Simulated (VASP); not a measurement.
# Mn (Fm-3m) in VASP: further runs

Mn is run at these levels: LDA; tasks: single point.

All numbers are computed with VASP 6.6.1; they aren't measurements. Logs are shortened: lines on timing, memory, paths and dates and some standing lists are left out, and cuts for length are marked.

## 1. The cell of the first run

The structure is cubic, space group Fm-3m (No. 225). The conventional cell has a = 3.334 Å, b = 3.334 Å, c = 3.334 Å, α = 90.00°, β = 90.00°, γ = 90.00°. Within 3.1 Å of Mn (site symmetry m-3m) lie 12 Mn at 2.36 Å.

This isn't the form of Mn at room conditions, which is a 58-atom cubic cell.

## 2. Single point, LDA, collinear spin, ferromagnetic start (9.27 Å³/atom)

File INCAR:

```
PREC     = Accurate       # precision mode
ENCUT    = 520            # plane-wave cutoff, eV
EDIFF    = 1E-6           # SCF threshold, eV
ISMEAR   = -1             # smearing method
SIGMA    = 0.05           # smearing width, eV
LREAL    = False          # projectors in reciprocal space
LASPH    = True           # aspherical terms in the spheres
NELM     = 150            # most SCF steps
ALGO     = Normal         # electronic algorithm
ISIF     = 2              # what is computed and relaxed
LWAVE    = False          # write WAVECAR
LCHARG   = False          # write CHGCAR
ISPIN    = 2              # spin polarisation
MAGMOM   = 3              # initial moments
LORBIT   = 11             # projections on sites
LMAXMIX  = 4              # l up to which the mixer works
NBANDS   = 16             # bands
```

File KPOINTS:

```
regular mesh
0
Gamma
  18 18 18
```

File POSCAR:

```
Mn
1.0
    0.0000000000      1.6672276355      1.6672276355
    1.6672276355      0.0000000000      1.6672276355
    1.6672276355      1.6672276355      0.0000000000
Mn
1
Direct
    0.0000000000      0.0000000000      0.0000000000
```

Potentials or basis: VASP PAW LDA potentials, release 64 (Mn_pv).

Started as:

```bash
> cat potpaw_LDA.64/Mn_pv/POTCAR > POTCAR
> mpirun -np 1 vasp_std > vasp.out
```

OUTCAR:

```text
PREC = Accurate
   ENCUT = 520
   EDIFF = 1E-6
   ISMEAR = -1
   LREAL = False
   LASPH = True
   NELM = 150
   ISIF = 2
   ISPIN = 2
   LORBIT = 11

 ion  position               nearest neighbor table
   1  0.000  0.000  0.000-

  LATTYP: Found a face centered cubic cell.
 ALAT       =     3.3344552710

  Lattice vectors:

 A1 = (   0.0000000000,   1.6672276355,   1.6672276355)
 A2 = (   1.6672276355,   0.0000000000,   1.6672276355)
 A3 = (   1.6672276355,   1.6672276355,   0.0000000000)

Analysis of symmetry for initial positions (statically):
=====================================================================
 Subroutine PRICEL returns:
 Original cell was already a primitive cell.

 Routine SETGRP: Setting up the symmetry group for a
 face centered cubic supercell.

 Subroutine GETGRP returns: Found 48 space group operations
 (whereof 48 operations were pure point group operations)
 out of a pool of 48 trial point group operations.

The static configuration has the point symmetry O_h .

Analysis of symmetry for dynamics (positions and initial velocities):
=====================================================================
 Subroutine PRICEL returns:
 Original cell was already a primitive cell.

 Routine SETGRP: Setting up the symmetry group for a
 face centered cubic supercell.

 Subroutine GETGRP returns: Found 48 space group operations
 (whereof 48 operations were pure point group operations)
 out of a pool of 48 trial point group operations.

The dynamic configuration has the point symmetry O_h .

Analysis of structural, dynamic, and magnetic symmetry:
=====================================================================
 Subroutine PRICEL returns:
 Original cell was already a primitive cell.

 Routine SETGRP: Setting up the symmetry group for a
 face centered cubic supercell.

 Subroutine GETGRP returns: Found 48 space group operations
 (whereof 48 operations were pure point group operations)
 out of a pool of 48 trial point group operations.

The overall configuration has the point symmetry O_h .

 Subroutine INISYM returns: Found 48 space group operations
 (whereof 48 operations are pure point group operations),
 and found     1 'primitive' translations

----------------------------------------------------------------------------------------

                                     Primitive cell

  volume of cell :       9.2686

  direct lattice vectors                    reciprocal lattice vectors
     0.000000000  1.667227635  1.667227635    -0.299899060  0.299899060  0.299899060
     1.667227635  0.000000000  1.667227635     0.299899060 -0.299899060  0.299899060
     1.667227635  1.667227635  0.000000000     0.299899060  0.299899060 -0.299899060

  length of vectors
     2.357815934  2.357815934  2.357815934     0.519440408  0.519440408  0.519440408

  position of ions in fractional coordinates (direct lattice)
     0.000000000  0.000000000  0.000000000

  ion indices of the primitive-cell ions
   primitive index   ion index
                 1           1

----------------------------------------------------------------------------------------

 KPOINTS: regular mesh

Automatic generation of k-mesh.
 Grid dimensions read from file:
 generate k-points for:   18   18   18

 Generating k-lattice:

  Cartesian coordinates                     Fractional coordinates (reciprocal lattice)
    -0.016661059  0.016661059  0.016661059     0.055555556  0.000000000  0.000000000
     0.016661059 -0.016661059  0.016661059     0.000000000  0.055555556  0.000000000
     0.016661059  0.016661059 -0.016661059     0.000000000  0.000000000  0.055555556

  Length of vectors
     0.028857800  0.028857800  0.028857800

  Shift w.r.t. Gamma in fractional coordinates (k-lattice)
     0.000000000  0.000000000  0.000000000

 Subroutine IBZKPT returns following result:
 ===========================================

 Found    195 irreducible k-points:

 Following reciprocal coordinates:
            Coordinates               Weight
  0.000000  0.000000  0.000000      1.000000
  0.055556  0.000000  0.000000      8.000000
  0.111111  0.000000  0.000000      8.000000
  0.166667  0.000000  0.000000      8.000000
  0.222222  0.000000  0.000000      8.000000
  0.277778  0.000000  0.000000      8.000000
[... 16 lines left out ...]
 -0.277778  0.055556  0.000000     24.000000
 -0.222222  0.055556  0.000000     24.000000
 [... further k-points ...]
   k-points           NKPTS =    195   k-points in BZ     NKDIM =    195   number of bands    NBANDS=     16
   number of dos      NEDOS =    301   number of ions     NIONS =      1
   total plane-waves  NPLWV =   5832
   dimension x,y,z NGX =    18 NGY =   18 NGZ =   18
   dimension x,y,z NGXF=    36 NGYF=   36 NGZF=   36
   ions per type =               1
   NGX,Y,Z   is equivalent  to a cutoff of  12.69, 12.69, 12.69 a.u.
   NGXF,Y,Z  is equivalent  to a cutoff of  25.38, 25.38, 25.38 a.u.
 SYSTEM =  unknown system
   PREC   = accura    normal or accurate (medium, high low for compatibility)
   ISTART =      0    job   : 0-new  1-cont  2-samecut
   ICHARG =      2    charge: 1-file 2-atom 10-const
   ISPIN  =      2    spin polarized calculation?
   LNONCOLLINEAR =      F non collinear calculations
   LSORBIT =      F    spin-orbit coupling
   LASPH  =      T    aspherical Exc in radial PAW
   ENCUT  =  520.0 eV  38.22 Ry    6.18 a.u.   4.38  4.38  4.38*2*pi/ulx,y,z
   NELM   =    150;   NELMIN=  2; NELMDL= -5     # of ELM steps
   EDIFF  = 0.1E-05   stopping-criterion for ELM
   LREAL  =      F    real-space projection
   EDIFFG = 0.1E-04   stopping-criterion for IOM
   NSW    =      0    number of steps for IOM
   IBRION =     -1    ionic relax: 0-MD 1-quasi-New 2-CG
   NFREE  =      0    steps in history (QN), initial steepest desc. (CG)
   ISIF   =      2    stress and relaxation
   ISYM   =      2    0-nonsym 1-usesym 2-fastsym
   POTIM  = 0.5000    time-step for ionic-motion
   TEBEG  =    0.0;   TEEND  =   0.0 temperature during run
   PSTRESS=    0.0 pullay stress
   NELECT =      13.0000    total number of electrons
   NUPDOWN=      -1.0000    fix difference up-down
   EMIN   =  10.00;   EMAX   =-10.00  energy-range for DOS
   EFERMI =   0.00;   METHOD = LEGACY
   ISMEAR =    -1;   SIGMA  =   0.05  broadening in eV -4-tet -1-fermi 0-gaus
   EFERMI_NEDOS =   21; number of points for ismear=-14 and -15
   IALGO  =     38    algorithm
   IMIX   =      4    mixing-type and parameters
     AMIX     =   0.40;   BMIX     =  1.00
     AMIX_MAG =   1.60;   BMIX_MAG =  1.00
  volume/ion in A,a.u.               =       9.27        62.55
  Fermi-wavevector in a.u.,A,eV,Ry     =   1.832530  3.462979 45.690616  3.358166
  Thomas-Fermi vector in A             =   2.886552
   LORBIT       =     11    0 simple, 1 ext, 2 COOP (PROOUT), +10 PAW based schemes
   GGA     = CA    functional components
   LHFCALC =     F    Hartree Fock is set to
   AEXX    =    0.0000 exact exchange contribution
   IVDW    =     0    specifies the selected vdW correction
   LEPSILON=     F    determine dielectric tensor
   LRPA    =     F    only Hartree local field effects (RPA)
 spin polarized calculation
  energy-cutoff  :      520.00
  volume of cell :        9.27
 maximum number of plane-waves:       265
 NGX is ok and might be reduce to    18
   NGX =  9   NGY =  9   NGZ =  9

 number of electron      12.9999993 magnetization       0.0000141

 number of electron      12.9999993 magnetization      -0.0001449

 Free energy of the ion-electron system (eV)
  ---------------------------------------------------
  ext. energy  EPLUGINS =         0.00000000
  ---------------------------------------------------
  free energy    TOTEN  =       -10.03708508 eV

  energy without entropy =      -10.02707889  energy(sigma->0) =      -10.03208198

 E-fermi :  12.5790     XC(G=0): -15.2989

 val. band max:       12.5785013861   @ k =  -0.1667   0.2222   0.0556
 cond. band min:      12.5809762259   @ k =   0.3333   0.2222   0.0556
 fundamental gap:      0.0024748399
 Fermi energy:        12.5790417081

 spin component 1

 k-point     1 :       0.0000    0.0000    0.0000
  band No.  band energies     occupation
      1     -34.5093      1.00000
      2     -34.5093      1.00000
      3     -34.5093      1.00000
      4       3.7209      1.00000
      5      11.1501      1.00000
      6      11.1501      1.00000
[... 8 lines left out ...]
     15      47.8196      0.00000
     16      48.9694      0.00000

 k-point     2 :       0.0556    0.0000    0.0000
  band No.  band energies     occupation
      1     -34.5489      1.00000
      2     -34.5141      1.00000
      3     -34.5141      1.00000
      4       3.8704      1.00000
      5      11.0800      1.00000
      6      11.2011      1.00000
[... 8 lines left out ...]
     15      48.1823      0.00000
     16      48.9280      0.00000
[... 387 lines left out ...]
      5      10.6011      1.00000
      6      11.3325      1.00000
[... 8 lines left out ...]
     15      45.1438      0.00000
     16      45.5577      0.00000

 k-point    24 :      -0.2222    0.0556    0.0000
  band No.  band energies     occupation
      1     -35.1190      1.00000
      2     -34.6254      1.00000
      3     -34.5713      1.00000
      4       6.1740      1.00000
      5      10.3976      1.00000
      6      11.4817      1.00000
[... 8 lines left out ...]
     15      45.2288      0.00000
     16      46.7817      0.00000

 [... further k-points ...]

 spin component 2

 k-point     1 :       0.0000    0.0000    0.0000
  band No.  band energies     occupation
      1     -34.5096      1.00000
      2     -34.5096      1.00000
      3     -34.5096      1.00000
      4       3.7210      1.00000
      5      11.1499      1.00000
      6      11.1499      1.00000
[... 8 lines left out ...]
     15      47.8201      0.00000
     16      48.9693      0.00000

 k-point     2 :       0.0556    0.0000    0.0000
  band No.  band energies     occupation
      1     -34.5492      1.00000
      2     -34.5144      1.00000
      3     -34.5144      1.00000
      4       3.8705      1.00000
      5      11.0799      1.00000
      6      11.2009      1.00000
[... 8 lines left out ...]
     15      48.1825      0.00000
     16      48.9280      0.00000
[... 387 lines left out ...]
      5      10.6010      1.00000
      6      11.3323      1.00000
[... 8 lines left out ...]
     15      45.1438      0.00000
     16      45.5578      0.00000

 k-point    24 :      -0.2222    0.0556    0.0000
  band No.  band energies     occupation
      1     -35.1192      1.00000
      2     -34.6257      1.00000
      3     -34.5715      1.00000
      4       6.1741      1.00000
      5      10.3975      1.00000
      6      11.4816      1.00000
[... 8 lines left out ...]
     15      45.2289      0.00000
     16      46.7816      0.00000

 [... further k-points ...]

------------------------ aborting loop because EDIFF is reached ----------------------------------------

  FORCE on cell =-STRESS in cart. coord.  units (eV):
  Direction    XX          YY          ZZ          XY          YZ          ZX
  --------------------------------------------------------------------------------------
  -------------------------------------------------------------------------------------
  Total        1.9640008      1.9640008      1.9640008      0.0000000      0.0000000      0.0000000
  in kB      339.4982518    339.4982518    339.4982518      0.0000000      0.0000000      0.0000000
  external PRESSURE =     339.4982518 kB  Pullay stress =       0.0000000 kB

 VOLUME and BASIS-vectors are now :
 -----------------------------------------------------------------------------
  energy-cutoff  :      520.00
  volume of cell :        9.27
      direct lattice vectors                 reciprocal lattice vectors
     0.000000000  1.667227635  1.667227635    -0.299899060  0.299899060  0.299899060
     1.667227635  0.000000000  1.667227635     0.299899060 -0.299899060  0.299899060
     1.667227635  1.667227635  0.000000000     0.299899060  0.299899060 -0.299899060

 POSITION                                       TOTAL-FORCE (eV/Angst)
 -----------------------------------------------------------------------------------
      0.00000      0.00000      0.00000        -0.000000      0.000000      0.000000
 -----------------------------------------------------------------------------------
    total drift:                                0.000000     -0.000000      0.000000

  FREE ENERGIE OF THE ION-ELECTRON SYSTEM (eV)
  ---------------------------------------------------
  free  energy   TOTEN  =       -10.0370850751 eV

  energy  without entropy=      -10.0270788942  energy(sigma->0) =      -10.03208198

 total charge

# of ion       s       p       d       tot
------------------------------------------
    1        0.490   6.507   5.336  12.334

 magnetization (x)

# of ion       s       p       d       tot
------------------------------------------
    1        0.000   0.000  -0.000  -0.000
```

Run time: 31 s. Hardware: 1 thread of AMD EPYC 9R45 (Zen 5), shared host; peak memory 0.12 GiB.

Results:

```
Free energy                                           : -10.0371 eV
Pressure                                              : 33.9 GPa
Net moment                                            : 0.00 μB per cell
Valence electrons inside the program's atomic spheres : Mn 12.33
```

Caveat: the cell stands under pressure.

## 3. Single point, LDA, collinear spin, ferromagnetic start

This run uses another cell than the first one, of 10.07 Å³/atom.

File INCAR:

```
SYSTEM = Mn
PREC     = Accurate       ! precision mode
ENCUT    = 520            ! plane-wave cutoff, eV
EDIFF    = 1E-6           ! SCF threshold, eV
ISMEAR   = -1             ! smearing method
SIGMA    = 0.05           ! smearing width, eV
LREAL    = .FALSE.        ! projectors in reciprocal space
LASPH    = .TRUE.         ! aspherical terms in the spheres
NELM     = 150            ! most SCF steps
ALGO     = Normal         ! electronic algorithm
ISIF     = 2              ! what is computed and relaxed
LWAVE    = .FALSE.        ! write WAVECAR
LCHARG   = .FALSE.        ! write CHGCAR
ISPIN    = 2              ! spin polarisation
MAGMOM   = 3              ! initial moments
LORBIT   = 11             ! projections on sites
LMAXMIX  = 4              ! l up to which the mixer works
GGA      = CA             ! functional
NBANDS   = 16             ! bands
```

File KPOINTS:

```
Automatic mesh
0
G
  26 26 26
  0 0 0
```

File POSCAR:

```
Mn
1.0
    0.0000000000      1.7142163168      1.7142163168
    1.7142163168      0.0000000000      1.7142163168
    1.7142163168      1.7142163168      0.0000000000
Mn
1
Direct
    0.0000000000      0.0000000000      0.0000000000
```

Potentials or basis: VASP PAW LDA potentials, release 64 (Mn_pv).

Started as:

```bash
> cat potpaw_LDA.64/Mn_pv/POTCAR > POTCAR
> mpirun -np 1 vasp_std > vasp.out
```

Wall time 84 s (1 thread of AMD EPYC 9R45 (Zen 5), shared host); peak memory 0.19 GiB.

Results (log left out):

```yaml
Free_energy: -10.1178 eV
Pressure: 0.5 GPa
Net_moment: 0.00 μB per cell
Valence_electrons_inside_the_program's_atomic_spheres: Mn 12.13
```

Levels at points of the mesh, in eV from the Fermi level:
Spin up:
| k point | band 3 | band 4 | band 5 | band 6 | band 7 | band 8 | band 9 | band 10 | band 11 | band 12 |
| --- | --- | --- | --- | --- | --- | --- | --- | --- | --- | --- |
| (0.00, 0.00, 0.00) | -47.17 | -8.51 | -1.26 | -1.26 | -1.26 | 0.57 | 0.57 | 21.89 | 28.06 | 28.06 |
| (0.50, 0.00, 0.00) | -47.29 | -4.86 | -1.41 | -1.41 | 0.68 | 1.89 | 1.89 | 9.83 | 20.72 | 27.25 |
| (0.50, 0.50, 0.00) | -47.51 | -5.16 | -4.29 | 1.82 | 2.24 | 2.24 | 3.87 | 13.16 | 16.61 | 16.61 |
Spin down:
```
           k point  band 5  band 6  band 7  band 8  band 9  band 10
(0.00, 0.00, 0.00)   -1.26   -1.26   -1.26    0.57    0.57    21.89
(0.50, 0.00, 0.00)   -1.41   -1.41    0.68    1.89    1.89     9.83
(0.50, 0.50, 0.00)   -4.29    1.82    2.24    2.24    3.87    13.16
```

## 4. Single point, LDA, non-collinear spin, typed start, spin-orbit coupling

This run uses another cell than the first one, of 10.07 Å³/atom.

File INCAR:

```
ALGO = Normal
EDIFF = 1E-7
ENCUT = 520
GGA = CA
GGA_COMPAT = F
ISIF = 2
ISMEAR = -1
LASPH = T
LCHARG = F
LMAXMIX = 4
LNONCOLLINEAR = T
LORBIT = 11
LORBMOM = T
LREAL = F
LSORBIT = T
LWAVE = F
MAGMOM = 0 0 3
NBANDS = 24
NELM = 150
PREC = Accurate
SIGMA = 0.05
```

File KPOINTS:

```
k-points
0
Gamma
  16 16 16
```

POSCAR is that of step 3.

Started as:

```bash
> cat potpaw_LDA.64/Mn_pv/POTCAR > POTCAR
> mpirun -np 1 vasp_ncl > vasp.out
```

It took 2.5 min on 1 thread of AMD EPYC 9R45 (Zen 5), shared host; peak memory 0.26 GiB.

The run converged. Its results:

- Free energy: -10.1329 eV
- Pressure: 0.6 GPa
- Net moment: 0.00 μB per cell
- Valence electrons inside the program's atomic spheres: Mn 12.13

Moments on the atoms (μB; x, y, z):
```
Mn  0.00 0.00 0.00
```
